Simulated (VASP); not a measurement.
# WC (Fm-3m) in VASP: further runs

Runs on WC. Level: r2SCAN. Tasks: single point.

All numbers are computed with VASP 6.6.1; they aren't measurements. Logs are shortened: lines on timing, memory, paths and dates and some standing lists are left out, and cuts for length are marked.

### 1 The cell of the first run

It takes space group Fm-3m (No. 225, cubic). The conventional cell has a = 4.166 Å, b = 4.166 Å, c = 4.166 Å, α = 90.00°, β = 90.00°, γ = 90.00°. W (site symmetry m-3m) has 6 C at 2.08 Å within 2.8 Å. C (site symmetry m-3m) has 6 W at 2.08 Å within 2.8 Å.

### 2 Single point, r2SCAN (strain -0.050 along x and y, -0.050 along z)

File POSCAR:

```
WC
1.0
    0.0000000000      2.0830498000      2.0830498000
    2.0830498000      0.0000000000      2.0830498000
    2.0830498000      2.0830498000      0.0000000000
W C
1 1
Direct
    0.0000000000      0.0000000000      0.0000000000
    0.5000000000      0.5000000000      0.5000000000
```

File INCAR.step1:

```
PREC = Accurate
ENCUT = 520
ISMEAR = 0
SIGMA = 0.15
LREAL = F
LASPH = T
NELM = 60
NBANDS = 16
GGA = PE
ALGO = Normal
EDIFF = 1E-4
LWAVE = T
LCHARG = F
```

File INCAR.step2:

```
PREC = Accurate
ENCUT = 520
EDIFF = 1E-6
ISMEAR = 0
SIGMA = 0.15
LREAL = F
LASPH = T
NELM = 60
ALGO = Normal
ISIF = 2
LWAVE = F
LCHARG = T
METAGGA = R2SCAN
LMIXTAU = T
LELF = T
LVHAR = T
NBANDS = 16
ISTART = 1
```

File KPOINTS:

```
regular mesh
0
Gamma
  18 18 18
```

Potentials or basis: VASP PAW PBE potentials, release 64 (W_sv, C).

Launch:

```
> cat potpaw_PBE.64/W_sv/POTCAR potpaw_PBE.64/C/POTCAR > POTCAR
> cp INCAR.step1 INCAR
> mpirun -np 1 vasp_std > vasp.out
> cp INCAR.step2 INCAR
> mpirun -np 1 vasp_std > vasp.out
```

OUTCAR:

```text
PREC = Accurate
   ENCUT = 520
   EDIFF = 1E-6
   ISMEAR = 0
   LREAL = F
   LASPH = T
   NELM = 60
   ISIF = 2
   METAGGA = R2SCAN
   ISTART = 1

 ion  position               nearest neighbor table
   1  0.000  0.000  0.000-   2 2.08   2 2.08   2 2.08   2 2.08   2 2.08   2 2.08
   2  0.500  0.500  0.500-   1 2.08   1 2.08   1 2.08   1 2.08   1 2.08   1 2.08

  LATTYP: Found a face centered cubic cell.
 ALAT       =     4.1660996000

  Lattice vectors:

 A1 = (   0.0000000000,   2.0830498000,   2.0830498000)
 A2 = (   2.0830498000,   0.0000000000,   2.0830498000)
 A3 = (   2.0830498000,   2.0830498000,   0.0000000000)

Analysis of symmetry for initial positions (statically):
=====================================================================
 Subroutine PRICEL returns:
 Original cell was already a primitive cell.

 Routine SETGRP: Setting up the symmetry group for a
 face centered cubic supercell.

 Subroutine GETGRP returns: Found 48 space group operations
 (whereof 48 operations were pure point group operations)
 out of a pool of 48 trial point group operations.

The static configuration has the point symmetry O_h .

Analysis of symmetry for dynamics (positions and initial velocities):
=====================================================================
 Subroutine PRICEL returns:
 Original cell was already a primitive cell.

 Routine SETGRP: Setting up the symmetry group for a
 face centered cubic supercell.

 Subroutine GETGRP returns: Found 48 space group operations
 (whereof 48 operations were pure point group operations)
 out of a pool of 48 trial point group operations.

The dynamic configuration has the point symmetry O_h .

 Subroutine INISYM returns: Found 48 space group operations
 (whereof 48 operations are pure point group operations),
 and found     1 'primitive' translations

----------------------------------------------------------------------------------------

                                     Primitive cell

  volume of cell :      18.0771

  direct lattice vectors                    reciprocal lattice vectors
     0.000000000  2.083049800  2.083049800    -0.240032667  0.240032667  0.240032667
     2.083049800  0.000000000  2.083049800     0.240032667 -0.240032667  0.240032667
     2.083049800  2.083049800  0.000000000     0.240032667  0.240032667 -0.240032667

  length of vectors
     2.945877278  2.945877278  2.945877278     0.415748776  0.415748776  0.415748776

  position of ions in fractional coordinates (direct lattice)
     0.000000000  0.000000000  0.000000000
     0.500000000  0.500000000  0.500000000

  ion indices of the primitive-cell ions
   primitive index   ion index
                 1           1
                 2           2

----------------------------------------------------------------------------------------

 KPOINTS: regular mesh

Automatic generation of k-mesh.
 Grid dimensions read from file:
 generate k-points for:   18   18   18

 Generating k-lattice:

  Cartesian coordinates                     Fractional coordinates (reciprocal lattice)
    -0.013335148  0.013335148  0.013335148     0.055555556  0.000000000  0.000000000
     0.013335148 -0.013335148  0.013335148     0.000000000  0.055555556  0.000000000
     0.013335148  0.013335148 -0.013335148     0.000000000  0.000000000  0.055555556

  Length of vectors
     0.023097154  0.023097154  0.023097154

  Shift w.r.t. Gamma in fractional coordinates (k-lattice)
     0.000000000  0.000000000  0.000000000

 Subroutine IBZKPT returns following result:
 ===========================================

 Found    195 irreducible k-points:

 Following reciprocal coordinates:
            Coordinates               Weight
  0.000000  0.000000  0.000000      1.000000
  0.055556  0.000000  0.000000      8.000000
  0.111111  0.000000  0.000000      8.000000
  0.166667  0.000000  0.000000      8.000000
  0.222222  0.000000  0.000000      8.000000
  0.277778  0.000000  0.000000      8.000000
[... 16 lines left out ...]
 -0.277778  0.055556  0.000000     24.000000
 -0.222222  0.055556  0.000000     24.000000
 [... further k-points ...]
   k-points           NKPTS =    195   k-points in BZ     NKDIM =    195   number of bands    NBANDS=     16
   number of dos      NEDOS =    301   number of ions     NIONS =      2
   total plane-waves  NPLWV =  13824
   dimension x,y,z NGX =    24 NGY =   24 NGZ =   24
   dimension x,y,z NGXF=    48 NGYF=   48 NGZF=   48
   ions per type =               1   1
   NGX,Y,Z   is equivalent  to a cutoff of  13.54, 13.54, 13.54 a.u.
   NGXF,Y,Z  is equivalent  to a cutoff of  27.09, 27.09, 27.09 a.u.
 SYSTEM =  unknown system
   PREC   = accura    normal or accurate (medium, high low for compatibility)
   ISTART =      1    job   : 0-new  1-cont  2-samecut
   ICHARG =      0    charge: 1-file 2-atom 10-const
   ISPIN  =      1    spin polarized calculation?
   LNONCOLLINEAR =      F non collinear calculations
   LSORBIT =      F    spin-orbit coupling
   LASPH  =      T    aspherical Exc in radial PAW
   ENCUT  =  520.0 eV  38.22 Ry    6.18 a.u.   5.48  5.48  5.48*2*pi/ulx,y,z
   NELM   =     60;   NELMIN=  2; NELMDL=  0     # of ELM steps
   EDIFF  = 0.1E-05   stopping-criterion for ELM
   LREAL  =      F    real-space projection
   EDIFFG = 0.1E-04   stopping-criterion for IOM
   NSW    =      0    number of steps for IOM
   IBRION =     -1    ionic relax: 0-MD 1-quasi-New 2-CG
   NFREE  =      0    steps in history (QN), initial steepest desc. (CG)
   ISIF   =      2    stress and relaxation
   ISYM   =      2    0-nonsym 1-usesym 2-fastsym
   POTIM  = 0.5000    time-step for ionic-motion
   TEBEG  =    0.0;   TEEND  =   0.0 temperature during run
   PSTRESS=    0.0 pullay stress
   NELECT =      18.0000    total number of electrons
   NUPDOWN=      -1.0000    fix difference up-down
   EMIN   =  10.00;   EMAX   =-10.00  energy-range for DOS
   EFERMI =   0.00;   METHOD = LEGACY
   ISMEAR =     0;   SIGMA  =   0.15  broadening in eV -4-tet -1-fermi 0-gaus
   EFERMI_NEDOS =   21; number of points for ismear=-14 and -15
   IALGO  =     38    algorithm
   IMIX   =      4    mixing-type and parameters
     AMIX     =   0.40;   BMIX     =  1.00
     AMIX_MAG =   1.60;   BMIX_MAG =  1.00
  volume/ion in A,a.u.               =       9.04        61.00
  Fermi-wavevector in a.u.,A,eV,Ry     =   1.634768  3.089263 36.361094  2.672465
  Thomas-Fermi vector in A             =   2.726352
   LORBIT       =      0    0 simple, 1 ext, 2 COOP (PROOUT), +10 PAW based schemes
   METAGGA = R2SCAN    functional components
   LHFCALC =     F    Hartree Fock is set to
   AEXX    =    0.0000 exact exchange contribution
   IVDW    =     0    specifies the selected vdW correction
   LEPSILON=     F    determine dielectric tensor
   LRPA    =     F    only Hartree local field effects (RPA)
 non-spin polarized calculation
 Gauss-broadening in eV      SIGMA  =   0.15
  energy-cutoff  :      520.00
  volume of cell :       18.08
 maximum number of plane-waves:       531
 NGX is ok and might be reduce to    24
   NGX = 11   NGY = 11   NGZ = 11

 number of electron      18.0000000 magnetization

 Free energy of the ion-electron system (eV)
  ---------------------------------------------------
  ext. energy  EPLUGINS =         0.00000000
  ---------------------------------------------------
  free energy    TOTEN  =       -60.05420201 eV

  energy without entropy =      -60.04753461  energy(sigma->0) =      -60.05086831

 E-fermi :  14.8680     XC(G=0): -15.8807

 val. band max:       14.8484719205   @ k =   0.2778   0.1667   0.0000
 cond. band min:      14.8885346272   @ k =  -0.2778   0.2778   0.0000
 fundamental gap:      0.0400627067
 Fermi energy:        14.8679949554

 k-point     1 :       0.0000    0.0000    0.0000
  band No.  band energies     occupation
      1     -62.4924      2.00000
      2     -25.7843      2.00000
      3     -25.7843      2.00000
      4     -25.7843      2.00000
      5      -3.2350      2.00000
      6      11.3880      2.00000
[... 8 lines left out ...]
     15      25.2057      0.00000
     16      41.8158      0.00000

 k-point     2 :       0.0556    0.0000    0.0000
  band No.  band energies     occupation
      1     -62.4898      2.00000
      2     -25.8202      2.00000
      3     -25.7877      2.00000
      4     -25.7877      2.00000
      5      -3.1227      2.00000
      6      10.9882      2.00000
[... 8 lines left out ...]
     15      25.4659      0.00000
     16      40.7098      0.00000

 k-point     3 :       0.1111    0.0000    0.0000
  band No.  band energies     occupation
      1     -62.4821      2.00000
      2     -25.9226      2.00000
      3     -25.7975      2.00000
      4     -25.7975      2.00000
      5      -2.7942      2.00000
      6      10.1115      2.00000
[... 8 lines left out ...]
     15      26.2030      0.00000
     16      38.6552      0.00000

 k-point     4 :       0.1667    0.0000    0.0000
  band No.  band energies     occupation
      1     -62.4704      2.00000
      2     -26.0766      2.00000
      3     -25.8125      2.00000
      4     -25.8125      2.00000
      5      -2.2725      2.00000
      6       9.0694      2.00000
[... 8 lines left out ...]
     15      27.2758      0.00000
     16      36.6741      0.00000

 k-point     5 :       0.2222    0.0000    0.0000
  band No.  band energies     occupation
      1     -62.4560      2.00000
      2     -26.2610      2.00000
      3     -25.8308      2.00000
      4     -25.8308      2.00000
      5      -1.5922      2.00000
      6       7.9847      2.00000
[... 8 lines left out ...]
     15      28.4393      0.00000
     16      35.3756      0.00000

 k-point     6 :       0.2778    0.0000    0.0000
  band No.  band energies     occupation
      1     -62.4407      2.00000
      2     -26.4519      2.00000
      3     -25.8501      2.00000
      4     -25.8501      2.00000
      5      -0.7938      2.00000
      6       6.9114      2.00000
[... 8 lines left out ...]
     15      29.4890      0.00000
     16      33.5236      0.00000

 k-point     7 :       0.3333    0.0000    0.0000
  band No.  band energies     occupation
      1     -62.4262      2.00000
      2     -26.6268      2.00000
      3     -25.8682      2.00000
      4     -25.8682      2.00000
      5       0.0809      2.00000
      6       5.8722      2.00000
[... 8 lines left out ...]
     15      30.4884      0.00000
     16      31.5356      0.00000

 k-point     8 :       0.3889    0.0000    0.0000
  band No.  band energies     occupation
      1     -62.4144      2.00000
      2     -26.7663      2.00000
      3     -25.8829      2.00000
      4     -25.8829      2.00000
      5       0.9946      2.00000
      6       4.8740      2.00000
[... 8 lines left out ...]
     15      29.8495      0.00000
     16      29.8495      0.00000

 k-point     9 :       0.4444    0.0000    0.0000
  band No.  band energies     occupation
      1     -62.4067      2.00000
      2     -26.8560      2.00000
      3     -25.8924      2.00000
      4     -25.8924      2.00000
      5       1.9105      2.00000
      6       3.9221      2.00000
[... 8 lines left out ...]
     15      28.6182      0.00000
     16      28.6182      0.00000
[... 172 lines left out ...]
 k-point    19 :       0.5000    0.0556    0.0000
  band No.  band energies     occupation
      1     -62.4031      2.00000
      2     -26.8721      2.00000
      3     -25.9170      2.00000
      4     -25.9042      2.00000
      5       2.3473      2.00000
      6       3.4490      2.00000
[... 8 lines left out ...]
     15      28.4165      0.00000
     16      28.5072      0.00000

 k-point    20 :      -0.4444    0.0556    0.0000
  band No.  band energies     occupation
      1     -62.4040      2.00000
      2     -26.8618      2.00000
      3     -25.9230      2.00000
      4     -25.8960      2.00000
      5       2.1446      2.00000
      6       3.6539      2.00000
[... 8 lines left out ...]
     15      28.5557      0.00000
     16      28.6636      0.00000

 k-point    21 :      -0.3889    0.0556    0.0000
  band No.  band energies     occupation
      1     -62.4100      2.00000
      2     -26.7926      2.00000
      3     -25.9215      2.00000
      4     -25.8818      2.00000
      5       1.3072      2.00000
      6       4.5086      2.00000
[... 8 lines left out ...]
     15      29.2934      0.00000
     16      29.7564      0.00000

 k-point    22 :      -0.3333    0.0556    0.0000
  band No.  band energies     occupation
      1     -62.4205      2.00000
      2     -26.6712      2.00000
      3     -25.9126      2.00000
      4     -25.8633      2.00000
      5       0.4185      2.00000
      6       5.4512      2.00000
[... 8 lines left out ...]
     15      30.4459      0.00000
     16      30.8887      0.00000

 k-point    23 :      -0.2778    0.0556    0.0000
  band No.  band energies     occupation
      1     -62.4341      2.00000
      2     -26.5103      2.00000
      3     -25.8973      2.00000
      4     -25.8427      2.00000
      5      -0.4530      2.00000
      6       6.4467      2.00000
[... 8 lines left out ...]
     15      29.8836      0.00000
     16      32.0041      0.00000

 k-point    24 :      -0.2222    0.0556    0.0000
  band No.  band energies     occupation
      1     -62.4491      2.00000
      2     -26.3274      2.00000
      3     -25.8772      2.00000
      4     -25.8225      2.00000
      5      -1.2663      2.00000
      6       7.4930      2.00000
[... 8 lines left out ...]
     15      28.9286      0.00000
     16      33.4839      0.00000

 [... further k-points ...]
[... 5 lines left out ...]
  --------------------------------------------------------------------------------------
  -------------------------------------------------------------------------------------
  Total        8.4333155      8.4333155      8.4333155     -0.0000000      0.0000000     -0.0000000
  in kB      747.4462669    747.4462669    747.4462669     -0.0000000      0.0000000     -0.0000000
  external PRESSURE =     747.4462669 kB  Pullay stress =       0.0000000 kB

 VOLUME and BASIS-vectors are now :
 -----------------------------------------------------------------------------
  energy-cutoff  :      520.00
  volume of cell :       18.08
      direct lattice vectors                 reciprocal lattice vectors
     0.000000000  2.083049800  2.083049800    -0.240032667  0.240032667  0.240032667
     2.083049800  0.000000000  2.083049800     0.240032667 -0.240032667  0.240032667
     2.083049800  2.083049800  0.000000000     0.240032667  0.240032667 -0.240032667

 POSITION                                       TOTAL-FORCE (eV/Angst)
 -----------------------------------------------------------------------------------
      0.00000      0.00000      0.00000        -0.000000     -0.000000     -0.000000
      2.08305      2.08305      2.08305         0.000000      0.000000      0.000000
 -----------------------------------------------------------------------------------
    total drift:                                0.000000     -0.000000     -0.000000

  FREE ENERGIE OF THE ION-ELECTRON SYSTEM (eV)
  ---------------------------------------------------
  free  energy   TOTEN  =       -60.0542020102 eV

  energy  without entropy=      -60.0475346068  energy(sigma->0) =      -60.05086831
```

It took 2.2 min on 1 thread of Intel Xeon Platinum 8259CL at 2.50GHz (Skylake/Cascade Lake), shared host; peak memory 0.19 GiB.

Results:

```yaml
Free_energy: -60.0542 eV
Pressure: 74.7 GPa
Band_gap_on_the_k_mesh: zero (band 9 reaches 16.35 eV, above the bottom of band 10 at 12.19 eV)
```

Levels at points of the mesh, in eV from the Fermi level:
| k point | band 5 | band 6 | band 7 | band 8 | band 9 | band 10 | band 11 | band 12 | band 13 | band 14 |
| --- | --- | --- | --- | --- | --- | --- | --- | --- | --- | --- |
| (0.00, 0.00, 0.00) | -18.10 | -3.48 | -3.48 | -3.48 | -1.47 | -1.47 | -1.47 | -1.17 | -1.17 | 8.95 |
| (0.50, 0.00, 0.00) | -12.27 | -11.64 | -8.15 | -8.15 | 1.48 | 1.48 | 3.24 | 5.57 | 11.07 | 11.07 |
| (0.50, 0.50, 0.00) | -15.91 | -7.22 | -6.19 | -2.93 | -2.93 | 1.20 | 3.08 | 3.08 | 7.49 | 9.97 |

Caveat: the cell differs from its parent crystal (strain -0.050 along x and y, -0.050 along z); the PAW data sets were made with another functional, which shifts forces and pressure a little; spin-orbit coupling is left out, which moves the levels of the heavy elements.

### 3 Single point, r2SCAN (strain -0.025 along x and y, -0.025 along z)

File POSCAR:

```
WC
1.0
    0.0000000000      2.1378669000      2.1378669000
    2.1378669000      0.0000000000      2.1378669000
    2.1378669000      2.1378669000      0.0000000000
W C
1 1
Direct
    0.0000000000      0.0000000000      0.0000000000
    0.5000000000      0.5000000000      0.5000000000
```

File INCAR.step1:

```
PREC = Accurate
ENCUT = 520
ISMEAR = 0
SIGMA = 0.15
LREAL = False
LASPH = True
NELM = 80
NBANDS = 16
GGA = PE
ALGO = Normal
EDIFF = 1E-4
LWAVE = True
LCHARG = False
```

File INCAR.step2:

```
PREC = Accurate
ENCUT = 520
EDIFF = 1E-6
ISMEAR = 0
SIGMA = 0.15
LREAL = False
LASPH = True
NELM = 80
ALGO = Normal
ISIF = 2
LWAVE = False
LCHARG = False
METAGGA = R2SCAN
LMIXTAU = True
NBANDS = 16
ISTART = 1
```

File KPOINTS:

```
Automatic mesh
0
Gamma
  18 18 18
```

Potentials or basis: VASP PAW PBE potentials, release 64 (W_sv, C).

Launch:

```
> cat potpaw_PBE.64/W_sv/POTCAR potpaw_PBE.64/C/POTCAR > POTCAR
> cp INCAR.step1 INCAR
> mpirun -np 1 vasp_std > vasp.out
> cp INCAR.step2 INCAR
> mpirun -np 1 vasp_std > vasp.out
```

Run time: 2.3 min. Hardware: 1 thread of Intel Xeon Platinum 8259CL at 2.50GHz (Skylake/Cascade Lake), shared host; peak memory 0.19 GiB.

The run converged. Its results:

* Free energy: -60.5167 eV
* Pressure: 29.1 GPa
* Band gap on the k mesh: zero (band 9 reaches 14.86 eV, above the bottom of band 10 at 11.17 eV)

Levels at points of the mesh, in eV from the Fermi level:
```csv
k point,band 5,band 6,band 7,band 8,band 9,band 10,band 11,band 12,band 13,band 14
"(0.00, 0.00, 0.00)",-17.40,-3.14,-3.14,-3.14,-1.31,-1.31,-1.31,-1.09,-1.09,7.95
"(0.50, 0.00, 0.00)",-12.20,-10.89,-7.52,-7.52,1.28,1.28,2.84,5.47,10.08,10.08
"(0.50, 0.50, 0.00)",-15.18,-6.51,-6.08,-2.83,-2.83,1.01,2.69,2.69,6.54,8.76
```

Caveat: the cell differs from its parent crystal (strain -0.025 along x and y, -0.025 along z); the PAW data sets were made with another functional, which shifts forces and pressure a little; spin-orbit coupling is left out, which moves the levels of the heavy elements.
